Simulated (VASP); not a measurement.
# ZrO2 (Cubic zirconia) (Fm-3m) in VASP: single point with PBEsol

Aim: the single point of ZrO2 (Cubic zirconia) with PBEsol.

Everything below comes from runs of VASP 6.6.1. Logs are shortened: lines on timing, memory, paths and dates and some standing lists are left out, and cuts for length are marked.

### Step 1. The cell of the first run

The structure is cubic, space group Fm-3m (No. 225). The conventional cell has a = 5.070 Å, b = 5.070 Å, c = 5.070 Å, α = 90.00°, β = 90.00°, γ = 90.00°. Zr (site symmetry m-3m) has 8 O at 2.20 Å within 2.9 Å. O (site symmetry -43m) has 4 Zr at 2.20 Å and 6 O at 2.54 Å within 2.9 Å.

### Step 2. Single point, PBEsol

Contents of INCAR:

```
SYSTEM = ZrO2
PREC = Accurate
ENCUT = 600
EDIFF = 1E-6
ISMEAR = 0
SIGMA = 0.01
LREAL = .FALSE.
LASPH = .TRUE.
NELM = 120
ALGO = Normal
ISIF = 2
LWAVE = .FALSE.
LCHARG = .FALSE.
GGA = PS
NBANDS = 19
GGA_COMPAT = .FALSE.
```

Contents of KPOINTS:

```
regular mesh
0
G
  8 8 8
  0 0 0
```

Contents of POSCAR:

```
ZrO2
1.0
    0.0000000000      2.5350000000      2.5350000000
    2.5350000000      0.0000000000      2.5350000000
    2.5350000000      2.5350000000      0.0000000000
Zr O
1 2
Direct
    0.0000000000      0.0000000000      0.0000000000
    0.2500000000      0.2500000000      0.2500000000
    0.7500000000      0.7500000000      0.7500000000
```

Potentials or basis: VASP PAW PBE potentials, release 64 (Zr_sv, O).

The run is started by

```console
$ cat potpaw_PBE.64/Zr_sv/POTCAR potpaw_PBE.64/O/POTCAR > POTCAR
$ mpirun -np 1 vasp_std > vasp.out
```

OUTCAR:

```text
SYSTEM = ZrO2
   PREC = Accurate
   ENCUT = 600
   EDIFF = 1E-6
   ISMEAR = 0
   LREAL = .FALSE.
   LASPH = .TRUE.
   NELM = 120
   ISIF = 2
   GGA = PS

 ion  position               nearest neighbor table
   1  0.000  0.000  0.000-   3 2.20   3 2.20   3 2.20   2 2.20   3 2.20   2 2.20   2 2.20   2 2.20

   2  0.250  0.250  0.250-   1 2.20   1 2.20   1 2.20   1 2.20
   3  0.750  0.750  0.750-   1 2.20   1 2.20   1 2.20   1 2.20

  LATTYP: Found a face centered cubic cell.
 ALAT       =     5.0700000000

  Lattice vectors:

 A1 = (   0.0000000000,   2.5350000000,   2.5350000000)
 A2 = (   2.5350000000,   0.0000000000,   2.5350000000)
 A3 = (   2.5350000000,   2.5350000000,   0.0000000000)

Analysis of symmetry for initial positions (statically):
=====================================================================
 Subroutine PRICEL returns:
 Original cell was already a primitive cell.

 Routine SETGRP: Setting up the symmetry group for a
 face centered cubic supercell.

 Subroutine GETGRP returns: Found 48 space group operations
 (whereof 48 operations were pure point group operations)
 out of a pool of 48 trial point group operations.

The static configuration has the point symmetry O_h .

Analysis of symmetry for dynamics (positions and initial velocities):
=====================================================================
 Subroutine PRICEL returns:
 Original cell was already a primitive cell.

 Routine SETGRP: Setting up the symmetry group for a
 face centered cubic supercell.

 Subroutine GETGRP returns: Found 48 space group operations
 (whereof 48 operations were pure point group operations)
 out of a pool of 48 trial point group operations.

The dynamic configuration has the point symmetry O_h .

 Subroutine INISYM returns: Found 48 space group operations
 (whereof 48 operations are pure point group operations),
 and found     1 'primitive' translations

----------------------------------------------------------------------------------------

                                     Primitive cell

  volume of cell :      32.5810

  direct lattice vectors                    reciprocal lattice vectors
     0.000000000  2.535000000  2.535000000    -0.197238659  0.197238659  0.197238659
     2.535000000  0.000000000  2.535000000     0.197238659 -0.197238659  0.197238659
     2.535000000  2.535000000  0.000000000     0.197238659  0.197238659 -0.197238659

  length of vectors
     3.585031381  3.585031381  3.585031381     0.341627378  0.341627378  0.341627378

  position of ions in fractional coordinates (direct lattice)
     0.000000000  0.000000000  0.000000000
     0.250000000  0.250000000  0.250000000
     0.750000000  0.750000000  0.750000000

  ion indices of the primitive-cell ions
   primitive index   ion index
                 1           1
                 2           2
                 3           3

----------------------------------------------------------------------------------------

 KPOINTS: regular mesh

Automatic generation of k-mesh.
 Grid dimensions read from file:
 generate k-points for:    8    8    8

 Generating k-lattice:

  Cartesian coordinates                     Fractional coordinates (reciprocal lattice)
    -0.024654832  0.024654832  0.024654832     0.125000000  0.000000000  0.000000000
     0.024654832 -0.024654832  0.024654832     0.000000000  0.125000000  0.000000000
     0.024654832  0.024654832 -0.024654832     0.000000000  0.000000000  0.125000000

  Length of vectors
     0.042703422  0.042703422  0.042703422

  Shift w.r.t. Gamma in fractional coordinates (k-lattice)
     0.000000000  0.000000000  0.000000000

 Subroutine IBZKPT returns following result:
 ===========================================

 Found     29 irreducible k-points:

 Following reciprocal coordinates:
            Coordinates               Weight
  0.000000  0.000000  0.000000      1.000000
  0.125000  0.000000  0.000000      8.000000
  0.250000  0.000000  0.000000      8.000000
  0.375000  0.000000  0.000000      8.000000
  0.500000  0.000000  0.000000      4.000000
  0.125000  0.125000  0.000000      6.000000
[... 16 lines left out ...]
  0.500000  0.250000  0.125000     48.000000
 -0.375000  0.250000  0.125000     24.000000
 [... further k-points ...]
   k-points           NKPTS =     29   k-points in BZ     NKDIM =     29   number of bands    NBANDS=     19
   number of dos      NEDOS =    301   number of ions     NIONS =      3
   total plane-waves  NPLWV =  27000
   dimension x,y,z NGX =    30 NGY =   30 NGZ =   30
   dimension x,y,z NGXF=    60 NGYF=   60 NGZF=   60
   ions per type =               1   2
   NGX,Y,Z   is equivalent  to a cutoff of  13.91, 13.91, 13.91 a.u.
   NGXF,Y,Z  is equivalent  to a cutoff of  27.82, 27.82, 27.82 a.u.
 SYSTEM =  ZrO2
   PREC   = accura    normal or accurate (medium, high low for compatibility)
   ISTART =      0    job   : 0-new  1-cont  2-samecut
   ICHARG =      2    charge: 1-file 2-atom 10-const
   ISPIN  =      1    spin polarized calculation?
   LNONCOLLINEAR =      F non collinear calculations
   LSORBIT =      F    spin-orbit coupling
   LASPH  =      T    aspherical Exc in radial PAW
   ENCUT  =  600.0 eV  44.10 Ry    6.64 a.u.   7.16  7.16  7.16*2*pi/ulx,y,z
   NELM   =    120;   NELMIN=  2; NELMDL= -5     # of ELM steps
   EDIFF  = 0.1E-05   stopping-criterion for ELM
   LREAL  =      F    real-space projection
   EDIFFG = 0.1E-04   stopping-criterion for IOM
   NSW    =      0    number of steps for IOM
   IBRION =     -1    ionic relax: 0-MD 1-quasi-New 2-CG
   NFREE  =      0    steps in history (QN), initial steepest desc. (CG)
   ISIF   =      2    stress and relaxation
   ISYM   =      2    0-nonsym 1-usesym 2-fastsym
   POTIM  = 0.5000    time-step for ionic-motion
   TEBEG  =    0.0;   TEEND  =   0.0 temperature during run
   PSTRESS=    0.0 pullay stress
   NELECT =      24.0000    total number of electrons
   NUPDOWN=      -1.0000    fix difference up-down
   EMIN   =  10.00;   EMAX   =-10.00  energy-range for DOS
   EFERMI =   0.00;   METHOD = LEGACY
   ISMEAR =     0;   SIGMA  =   0.01  broadening in eV -4-tet -1-fermi 0-gaus
   EFERMI_NEDOS =   21; number of points for ismear=-14 and -15
   IALGO  =     38    algorithm
   IMIX   =      4    mixing-type and parameters
     AMIX     =   0.40;   BMIX     =  1.00
     AMIX_MAG =   1.60;   BMIX_MAG =  1.00
  volume/ion in A,a.u.               =      10.86        73.29
  Fermi-wavevector in a.u.,A,eV,Ry     =   1.478509  2.793977 29.742181  2.185989
  Thomas-Fermi vector in A             =   2.592781
   LORBIT       =      0    0 simple, 1 ext, 2 COOP (PROOUT), +10 PAW based schemes
   GGA     = PS    functional components
   LHFCALC =     F    Hartree Fock is set to
   AEXX    =    0.0000 exact exchange contribution
   IVDW    =     0    specifies the selected vdW correction
   LEPSILON=     F    determine dielectric tensor
   LRPA    =     F    only Hartree local field effects (RPA)
 non-spin polarized calculation
 Gauss-broadening in eV      SIGMA  =   0.01
  energy-cutoff  :      600.00
  volume of cell :       32.58
 maximum number of plane-waves:      1106
 NGX is ok and might be reduce to    30
   NGX = 15   NGY = 15   NGZ = 15

 number of electron      23.9999997 magnetization

 Free energy of the ion-electron system (eV)
  ---------------------------------------------------
  ext. energy  EPLUGINS =         0.00000000
  ---------------------------------------------------
  free energy    TOTEN  =       -29.92937145 eV

  energy without entropy =      -29.92937145  energy(sigma->0) =      -29.92937145

 E-fermi :   7.2642     XC(G=0): -12.1204

 val. band max:        7.2210541064   @ k =   0.5000   0.5000   0.0000
 cond. band min:      10.5352498374   @ k =   0.0000   0.0000   0.0000
 fundamental gap:      3.3141957310
 Fermi energy:         7.2642095922

 k-point     1 :       0.0000    0.0000    0.0000
  band No.  band energies     occupation
      1     -40.6729      2.00000
      2     -18.5361      2.00000
      3     -18.5361      2.00000
      4     -18.5361      2.00000
      5     -10.9750      2.00000
      6      -8.3200      2.00000
[... 11 lines left out ...]
     18      16.7668      0.00000
     19      21.4790      0.00000

 k-point     2 :       0.1250    0.0000    0.0000
  band No.  band energies     occupation
      1     -40.6655      2.00000
      2     -18.6575      2.00000
      3     -18.5473      2.00000
      4     -18.5473      2.00000
      5     -10.7458      2.00000
      6      -8.4845      2.00000
[... 11 lines left out ...]
     18      16.5277      0.00000
     19      21.1716      0.00000

 k-point     3 :       0.2500    0.0000    0.0000
  band No.  band energies     occupation
      1     -40.6474      2.00000
      2     -18.9294      2.00000
      3     -18.5742      2.00000
      4     -18.5742      2.00000
      5     -10.2580      2.00000
      6      -8.7726      2.00000
[... 11 lines left out ...]
     18      16.3191      0.00000
     19      20.5164      0.00000

 k-point     4 :       0.3750    0.0000    0.0000
  band No.  band energies     occupation
      1     -40.6293      2.00000
      2     -19.1772      2.00000
      3     -18.6008      2.00000
      4     -18.6008      2.00000
      5      -9.9943      2.00000
      6      -8.7783      2.00000
[... 11 lines left out ...]
     18      16.5088      0.00000
     19      20.6643      0.00000

 k-point     5 :       0.5000    0.0000    0.0000
  band No.  band energies     occupation
      1     -40.6218      2.00000
      2     -19.2741      2.00000
      3     -18.6117      2.00000
      4     -18.6117      2.00000
      5      -9.9886      2.00000
      6      -8.6598      2.00000
[... 11 lines left out ...]
     18      16.0643      0.00000
     19      21.2481      0.00000
[... 334 lines left out ...]
      2     -19.3318      2.00000
      3     -18.7247      2.00000
      4     -18.7247      2.00000
      5      -9.5903      2.00000
      6      -8.7396      2.00000
[... 11 lines left out ...]
     18      20.6458      0.00000
     19      20.8105      0.00000

 k-point    22 :       0.3750    0.2500    0.1250
  band No.  band energies     occupation
      1     -40.6339      2.00000
      2     -19.0138      2.00000
      3     -18.6941      2.00000
      4     -18.6095      2.00000
      5      -9.8030      2.00000
      6      -9.0383      2.00000
[... 11 lines left out ...]
     18      16.9550      0.00000
     19      21.3455      0.00000

 k-point    23 :       0.5000    0.2500    0.1250
  band No.  band energies     occupation
      1     -40.6194      2.00000
      2     -19.1306      2.00000
      3     -18.7931      2.00000
      4     -18.6399      2.00000
      5      -9.5467      2.00000
      6      -9.0449      2.00000
[... 11 lines left out ...]
     18      17.7069      0.00000
     19      21.5421      0.00000

 k-point    24 :      -0.3750    0.2500    0.1250
  band No.  band energies     occupation
      1     -40.6133      2.00000
      2     -19.1743      2.00000
      3     -18.8345      2.00000
      4     -18.6548      2.00000
      5      -9.5664      2.00000
      6      -8.9078      2.00000
[... 11 lines left out ...]
     18      17.7680      0.00000
     19      21.8201      0.00000

 [... further k-points ...]
[... 5 lines left out ...]
  --------------------------------------------------------------------------------------
  -------------------------------------------------------------------------------------
  Total       -0.1321139     -0.1321139     -0.1321139      0.0000000     -0.0000000      0.0000000
  in kB       -6.4967371     -6.4967371     -6.4967371      0.0000000     -0.0000000      0.0000000
  external PRESSURE =      -6.4967371 kB  Pullay stress =       0.0000000 kB

 VOLUME and BASIS-vectors are now :
 -----------------------------------------------------------------------------
  energy-cutoff  :      600.00
  volume of cell :       32.58
      direct lattice vectors                 reciprocal lattice vectors
     0.000000000  2.535000000  2.535000000    -0.197238659  0.197238659  0.197238659
     2.535000000  0.000000000  2.535000000     0.197238659 -0.197238659  0.197238659
     2.535000000  2.535000000  0.000000000     0.197238659  0.197238659 -0.197238659

 POSITION                                       TOTAL-FORCE (eV/Angst)
 -----------------------------------------------------------------------------------
      0.00000      0.00000      0.00000        -0.000000     -0.000000     -0.000000
      1.26750      1.26750      1.26750        -0.000000     -0.000000      0.000000
      3.80250      3.80250      3.80250         0.000000      0.000000      0.000000
 -----------------------------------------------------------------------------------
    total drift:                                0.000000     -0.000000      0.000000

  FREE ENERGIE OF THE ION-ELECTRON SYSTEM (eV)
  ---------------------------------------------------
  free  energy   TOTEN  =       -29.9293714467 eV

  energy  without entropy=      -29.9293714467  energy(sigma->0) =      -29.92937145
```

Run time: 26 s. Hardware: 1 thread of Intel Xeon Platinum 8488C (Sapphire Rapids), shared host; peak memory 0.17 GiB.

What came out:

* Free energy: -29.9294 eV
* Pressure: -0.6 GPa
* Band gap on the k mesh: 3.31 eV, indirect (least direct gap 3.75 eV)

Caveat: the PAW data sets were made with another functional, which shifts forces and pressure a little.
